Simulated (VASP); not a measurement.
# In2O3 (R-3c) in VASP: further runs

In2O3 is run at these levels: PBE; tasks: single point.

All numbers are computed with VASP 6.6.1; they aren't measurements. Logs are shortened: lines on timing, memory, paths and dates and some standing lists are left out, and cuts for length are marked.

## Step 1: The cell of the first run

Symmetry: R-3c, No. 167, trigonal system. Conventional cell: a = 5.461 Å, b = 5.461 Å, c = 14.455 Å, α = 90.00°, β = 90.00°, γ = 120.00°. Within 2.8 Å of In (site symmetry 3) lie 6 O at 2.11 to 2.24 Å. O (site symmetry 2) has 4 In at 2.11 to 2.24 Å and 8 O at 2.81 to 3.09 Å within 3.1 Å.

## Step 2: Single point, PBE (12.45 Å³/atom)

File INCAR:

```
SYSTEM = In2O3
PREC = Accurate ; ENCUT = 520
EDIFF = 1E-6 ; ISMEAR = 0
SIGMA = 0.01 ; LREAL = .FALSE.
LASPH = .TRUE. ; NELM = 80
ALGO = Normal ; ISIF = 2
LWAVE = .FALSE. ; LCHARG = .FALSE.
GGA = PE ; NBANDS = 55
```

File KPOINTS:

```
regular mesh
0
G
  4 4 4
  0 0 0
```

File POSCAR:

```
In2O3
1.0
    2.7307402275      1.5765936054      4.8182421725
   -2.7307402275      1.5765936054      4.8182421725
    0.0000000000     -3.1531872109      4.8182421725
In O
4 6
Direct
    0.3572103735      0.3572103735      0.3572103735
    0.1427896265      0.1427896265      0.1427896265
    0.6427896265      0.6427896265      0.6427896265
    0.8572103735      0.8572103735      0.8572103735
    0.5465459606      0.9534540394      0.2500000000
    0.2500000000      0.5465459606      0.9534540394
    0.9534540394      0.2500000000      0.5465459606
    0.4534540394      0.0465459606      0.7500000000
    0.7500000000      0.4534540394      0.0465459606
    0.0465459606      0.7500000000      0.4534540394
```

Potentials or basis: VASP PAW PBE potentials, release 64 (In_d, O).

Command:

```
cat potpaw_PBE.64/In_d/POTCAR potpaw_PBE.64/O/POTCAR > POTCAR
mpirun -np 1 vasp_std > vasp.out
```

OUTCAR:

```text
SYSTEM = In2O3
   PREC = Accurate
   ENCUT = 520
   EDIFF = 1E-6
   ISMEAR = 0
   LREAL = .FALSE.
   LASPH = .TRUE.
   NELM = 80
   ISIF = 2
   GGA = PE

 ion  position               nearest neighbor table
   1  0.357  0.357  0.357-   9 2.11  10 2.11   8 2.11   7 2.24   5 2.24   6 2.24   2 3.10   3 3.23
                             3 3.23   3 3.23   2 3.59   2 3.59   2 3.59   4 3.97   4 3.97   4 3.97
   2  0.143  0.143  0.143-  10 2.11   9 2.11   8 2.11   6 2.24   5 2.24   7 2.24   1 3.10   4 3.23
                             4 3.23   4 3.23   1 3.59   1 3.59   1 3.59   3 3.97   3 3.97   3 3.97
   3  0.643  0.643  0.643-   6 2.11   7 2.11   5 2.11  10 2.24   8 2.24   9 2.24   4 3.10   1 3.23
                             1 3.23   1 3.23   4 3.59   4 3.59   4 3.59   2 3.97   2 3.97   2 3.97
   4  0.857  0.857  0.857-   7 2.11   6 2.11   5 2.11   9 2.24   8 2.24  10 2.24   3 3.10   2 3.23
                             2 3.23   2 3.23   3 3.59   3 3.59   3 3.59   1 3.97   1 3.97   1 3.97
   5  0.547  0.953  0.250-   3 2.11   4 2.11   1 2.24   2 2.24
   6  0.250  0.547  0.953-   3 2.11   4 2.11   2 2.24   1 2.24
   7  0.953  0.250  0.547-   4 2.11   3 2.11   1 2.24   2 2.24
   8  0.453  0.047  0.750-   1 2.11   2 2.11   3 2.24   4 2.24
   9  0.750  0.453  0.047-   1 2.11   2 2.11   4 2.24   3 2.24
  10  0.047  0.750  0.453-   2 2.11   1 2.11   3 2.24   4 2.24

  LATTYP: Found a trigonal (rhomboedric) cell.
 ALAT       =     5.7583024599
 COS(alpha) =     0.5502182538

  Lattice vectors:

 A1 = (   2.7307402275,   1.5765936054,   4.8182421725)
 A2 = (  -2.7307402275,   1.5765936054,   4.8182421725)
 A3 = (   0.0000000000,  -3.1531872109,   4.8182421725)

Analysis of symmetry for initial positions (statically):
=====================================================================
 Subroutine PRICEL returns:
 Original cell was already a primitive cell.

 Routine SETGRP: Setting up the symmetry group for a
 trigonal (rhombohedral) supercell.

 Subroutine GETGRP returns: Found 12 space group operations
 (whereof  6 operations were pure point group operations)
 out of a pool of 12 trial point group operations.

The static configuration has the point symmetry S_6 .
 The point group associated with its full space group is D_3d.

Analysis of symmetry for dynamics (positions and initial velocities):
=====================================================================
 Subroutine PRICEL returns:
[... 122 lines left out ...]
   POTIM  = 0.5000    time-step for ionic-motion
   TEBEG  =    0.0;   TEEND  =   0.0 temperature during run
   PSTRESS=    0.0 pullay stress
   NELECT =      88.0000    total number of electrons
   NUPDOWN=      -1.0000    fix difference up-down
   EMIN   =  10.00;   EMAX   =-10.00  energy-range for DOS
   EFERMI =   0.00;   METHOD = LEGACY
   ISMEAR =     0;   SIGMA  =   0.01  broadening in eV -4-tet -1-fermi 0-gaus
   EFERMI_NEDOS =   21; number of points for ismear=-14 and -15
   IALGO  =     38    algorithm
   IMIX   =      4    mixing-type and parameters
     AMIX     =   0.40;   BMIX     =  1.00
     AMIX_MAG =   1.60;   BMIX_MAG =  1.00
  volume/ion in A,a.u.               =      12.45        83.99
  Fermi-wavevector in a.u.,A,eV,Ry     =   1.458442  2.756055 28.940299  2.127052
  Thomas-Fermi vector in A             =   2.575126
   LORBIT       =      0    0 simple, 1 ext, 2 COOP (PROOUT), +10 PAW based schemes
   GGA     = PE    functional components
   LHFCALC =     F    Hartree Fock is set to
   AEXX    =    0.0000 exact exchange contribution
   IVDW    =     0    specifies the selected vdW correction
   LEPSILON=     F    determine dielectric tensor
   LRPA    =     F    only Hartree local field effects (RPA)
 non-spin polarized calculation
 Gauss-broadening in eV      SIGMA  =   0.01
  energy-cutoff  :      520.00
  volume of cell :      124.46
 maximum number of plane-waves:      3378
 NGX is ok and might be reduce to    48
   NGX = 21   NGY = 21   NGZ = 21

 number of electron      87.9999998 magnetization

 Free energy of the ion-electron system (eV)
  ---------------------------------------------------
  ext. energy  EPLUGINS =         0.00000000
  ---------------------------------------------------
  free energy    TOTEN  =       -55.18045243 eV

  energy without entropy =      -55.18045243  energy(sigma->0) =      -55.18045243

 E-fermi :   5.8450     XC(G=0): -11.3046

 val. band max:        5.7800375664   @ k =   0.2500   0.0000  -0.0000
 cond. band min:       7.1732855969   @ k =   0.0000   0.0000   0.0000
 fundamental gap:      1.3932480305
 Fermi energy:         5.8449522781

 k-point     1 :       0.0000    0.0000    0.0000
  band No.  band energies     occupation
      1     -11.9509      2.00000
      2     -11.0327      2.00000
      3     -11.0327      2.00000
      4     -10.8066      2.00000
      5     -10.8066      2.00000
      6     -10.7200      2.00000
[... 743 lines left out ...]
     54      15.6711      0.00000
     55      17.7130      0.00000

------------------------ aborting loop because EDIFF is reached ----------------------------------------

  FORCE on cell =-STRESS in cart. coord.  units (eV):
  Direction    XX          YY          ZZ          XY          YZ          ZX
  --------------------------------------------------------------------------------------
  -------------------------------------------------------------------------------------
  Total        9.4787181      9.4787181      8.0757358     -0.0000000     -0.0000000      0.0000000
  in kB      122.0169500    122.0169500    103.9567427     -0.0000000     -0.0000000      0.0000000
  external PRESSURE =     115.9968809 kB  Pullay stress =       0.0000000 kB

 VOLUME and BASIS-vectors are now :
 -----------------------------------------------------------------------------
  energy-cutoff  :      520.00
  volume of cell :      124.46
      direct lattice vectors                 reciprocal lattice vectors
     2.730740228  1.576593605  4.818242172     0.183100536  0.105713144  0.069181523
    -2.730740228  1.576593605  4.818242172    -0.183100536  0.105713144  0.069181523
     0.000000000 -3.153187211  4.818242172     0.000000000 -0.211426288  0.069181523

 POSITION                                       TOTAL-FORCE (eV/Angst)
 -----------------------------------------------------------------------------------
      0.00000     -0.00000      5.16338         0.000000     -0.000000      0.108765
      0.00000     -0.00000      2.06399         0.000000      0.000000     -0.108765
      0.00000     -0.00000      9.29135         0.000000      0.000000     -0.108765
      0.00000     -0.00000     12.39074         0.000000     -0.000000      0.108765
     -1.11116      1.57659      8.43192        -0.019744     -0.000000      0.000000
     -0.80979     -1.75059      8.43192         0.009872     -0.017099      0.000000
      1.92095      0.17400      8.43192         0.009872      0.017099      0.000000
      1.11116     -1.57659      6.02280         0.019744     -0.000000      0.000000
      0.80979      1.75059      6.02280        -0.009872      0.017099      0.000000
     -1.92095     -0.17400      6.02280        -0.009872     -0.017099      0.000000
 -----------------------------------------------------------------------------------
    total drift:                                0.000000      0.000000     -0.000000

  FREE ENERGIE OF THE ION-ELECTRON SYSTEM (eV)
  ---------------------------------------------------
  free  energy   TOTEN  =       -55.1804524296 eV

  energy  without entropy=      -55.1804524296  energy(sigma->0) =      -55.18045243
```

It took 2.1 min on 1 thread of Intel Xeon Platinum 8259CL at 2.50GHz (Skylake/Cascade Lake), shared host; peak memory 0.33 GiB.

What came out:

```yaml
Free_energy: -55.1805 eV
Pressure: 11.6 GPa
Largest_force: 0.109 eV/Å
Band_gap_on_the_k_mesh: 1.39 eV (least direct gap 1.41 eV)
```

Forces on the atoms (eV/Å):
```
In   0.000  0.000  0.109
In   0.000  0.000 -0.109
In   0.000  0.000 -0.109
In   0.000  0.000  0.109
O   -0.020  0.000  0.000
O    0.010 -0.017  0.000
O    0.010  0.017  0.000
O    0.020  0.000  0.000
O   -0.010  0.017  0.000
O   -0.010 -0.017  0.000
```

Stress tensor (GPa, compression positive):
```
12.20  0.00  0.00
 0.00 12.20  0.00
 0.00  0.00 10.40
```

Levels at points of the mesh, in eV from the valence-band top:
| k point | band 41 | band 42 | band 43 | band 44 | band 45 | band 46 | band 47 | band 48 |
| --- | --- | --- | --- | --- | --- | --- | --- | --- |
| (0.00, 0.00, 0.00) | -0.26 | -0.26 | -0.01 | -0.01 | 1.39 | 5.63 | 6.43 | 7.44 |
| (0.50, 0.00, 0.00) | -0.73 | -0.73 | -0.05 | -0.05 | 5.09 | 5.09 | 6.03 | 6.03 |
| (0.50, 0.50, 0.00) | -0.55 | -0.32 | -0.07 | -0.03 | 5.34 | 5.66 | 6.64 | 6.69 |
| (0.50, 0.50, 0.50) | -0.18 | -0.18 | -0.18 | -0.18 | 4.53 | 4.53 | 7.36 | 7.36 |

Caveat: the cell stands under pressure; spin-orbit coupling is left out, which moves the levels of the heavy elements. A k mesh can miss the band edges.

## Step 3: Single point, PBE (12.84 Å³/atom)

This run uses another cell than the first one, of 12.84 Å³/atom.

File INCAR:

```
  PREC = Accurate
  ENCUT = 520
  EDIFF = 1E-6
  ISMEAR = 0
  SIGMA = 0.01
  LREAL = False
  LASPH = True
  NELM = 80
  ALGO = Normal
  ISIF = 2
  LWAVE = False
  LCHARG = True
  GGA = PE
  LELF = True
  LVHAR = True
  NBANDS = 55
```

File KPOINTS:

```
Automatic mesh
0
Gamma
  4 4 4
```

Edit POSCAR of step 2 so:

```diff
@@ -2,5 +2,5 @@
 1.0
-    2.7307402275      1.5765936054      4.8182421725
-   -2.7307402275      1.5765936054      4.8182421725
-    0.0000000000     -3.1531872109      4.8182421725
+    2.7594869740      1.5931905473      4.8689642386
+   -2.7594869740      1.5931905473      4.8689642386
+    0.0000000000     -3.1863810945      4.8689642386
 In O
```

Potentials or basis: VASP PAW PBE potentials, release 64 (In_d, O).

Command:

```
cat potpaw_PBE.64/In_d/POTCAR potpaw_PBE.64/O/POTCAR > POTCAR
mpirun -np 1 vasp_std > vasp.out
```

Run time: 2.1 min. Hardware: 1 thread of Intel Xeon Platinum 8259CL at 2.50GHz (Skylake/Cascade Lake), shared host; peak memory 0.34 GiB.

The run converged. Its results:

```yaml
Free_energy: -55.3959 eV
Pressure: 5.5 GPa
Largest_force: 0.042 eV/Å
Band_gap_on_the_k_mesh: 1.17 eV (least direct gap 1.22 eV)
```

Forces in eV/Å, atoms in the order of the input:
```
In   0.000  0.000  0.042
In   0.000  0.000 -0.042
In   0.000  0.000 -0.042
In   0.000  0.000  0.042
O   -0.015  0.000  0.000
O    0.007 -0.013  0.000
O    0.007  0.013  0.000
O    0.015  0.000  0.000
O   -0.007  0.013  0.000
O   -0.007 -0.013  0.000
```

Stress tensor (GPa, compression positive):
```
5.82 0.00 0.00
0.00 5.82 0.00
0.00 0.00 4.91
```

Levels at points of the mesh, in eV from the valence-band top:
| k point | band 42 | band 43 | band 44 | band 45 | band 46 | band 47 |
| --- | --- | --- | --- | --- | --- | --- |
| (0.00, 0.00, 0.00) | -0.25 | -0.04 | -0.04 | 1.17 | 5.48 | 6.13 |
| (0.50, 0.00, 0.00) | -0.72 | -0.06 | -0.06 | 4.86 | 4.86 | 5.79 |
| (0.50, 0.50, 0.00) | -0.33 | -0.08 | -0.03 | 5.07 | 5.42 | 6.34 |
| (0.50, 0.50, 0.50) | -0.18 | -0.18 | -0.18 | 4.31 | 4.31 | 7.04 |

Caveat: the cell stands under pressure; spin-orbit coupling is left out, which moves the levels of the heavy elements. A k mesh can miss the band edges.
